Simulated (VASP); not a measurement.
A run of VASP 6.6.1:

The input INCAR:

```
PREC = Accurate
ENCUT = 520
EDIFF = 1E-6
ISMEAR = 0
SIGMA = 0.02
LREAL = Auto
LASPH = True
NELM = 80
ALGO = Normal
ISIF = 2
LWAVE = False
LCHARG = False
GGA = PE
NBANDS = 86
NELECT = 128.0
```

Contents of KPOINTS:

```
Automatic mesh
0
Gamma
  2 2 2
  0.5 0.5 0.5
```

POSCAR

```
B16P16H
1.0
    4.5481927936      4.5481927936     -4.5481927936
   -4.5481927936     -4.5481927936     -4.5481927936
   -4.5481927936      4.5481927936      4.5481927936
B P H
16 16 1
Direct
    0.2504392517      0.5004398677      0.2515172623
    0.4995763379      0.2495763815      0.2499999564
    0.7489226281     -0.0010780106      0.2484827604
    0.7513848148      0.5069398121      0.7500005287
    0.0001589642      0.5003053088      0.4999711101
    0.2503060120      0.2501600200      0.4999708902
    0.4981403830     -0.0005198768      0.4977924426
    0.7494818612      0.7481416585      0.4977918929
   -0.0004235748      0.7495764042      0.2500000663
    0.5003342214      0.5001878995      0.0000289126
    0.7503496784      0.2516899683      0.0022080199
    0.0097326569      0.2597327232      0.7499999791
    0.2569393060      1.0013842215      0.7499994294
    0.5007927551      0.7507928214      0.7499999791
    0.0016877033      0.0003479404      0.0022075801
    0.2501891524      0.7503351671      0.0000291325
    0.2533172080      0.5033182637      0.0047665086
    0.5009912955      0.2516851312      0.0019683642
    0.7499749142     -0.0000241854     -0.0009169576
    0.7497166797      0.4990229313      0.4980315485
    0.0009271815      0.5009597445      0.2507909299
    0.2509585789      0.2509269180      0.2507906001
    0.5001363406      0.0001679788      0.2492094226
    0.7501687274      0.7501360771      0.2492089829
    0.0016857245      0.7509909221      0.0019681444
    0.4988589101      0.5004952743      0.7500006387
    0.7364797738      0.2552308252      0.7500007486
   -0.0014482675      0.2485505895      0.4952334042
    0.2490227551     -0.0002824199      0.4980318783
    0.5008926849      0.7508918718      0.5009168704
    0.0052299894     -0.0135209748      0.7499992095
    0.2504946584      0.7488583168      0.7499994294
   -0.1283450431      0.1216549133     -0.2499999564
```

Potentials or basis: VASP PAW PBE potentials, release 64 (B, P, H).

Command:

```bash
$ cat potpaw_PBE.64/B/POTCAR potpaw_PBE.64/P/POTCAR potpaw_PBE.64/H/POTCAR > POTCAR
$ mpirun -np 1 vasp_std > vasp.out
```

Hardware: 1 thread of Intel(R) Xeon(R) Platinum 8375C CPU @ 2.90GHz (Ice Lake), on a shared host.

Q: How long does it take, and how much memory?

A: Run time: 4.7 min on 1 thread of Intel(R) Xeon(R) Platinum 8375C CPU @ 2.90GHz (Ice Lake) (shared host), peak memory 0.52 GiB. Counts: scf iterations 14, k points 3.
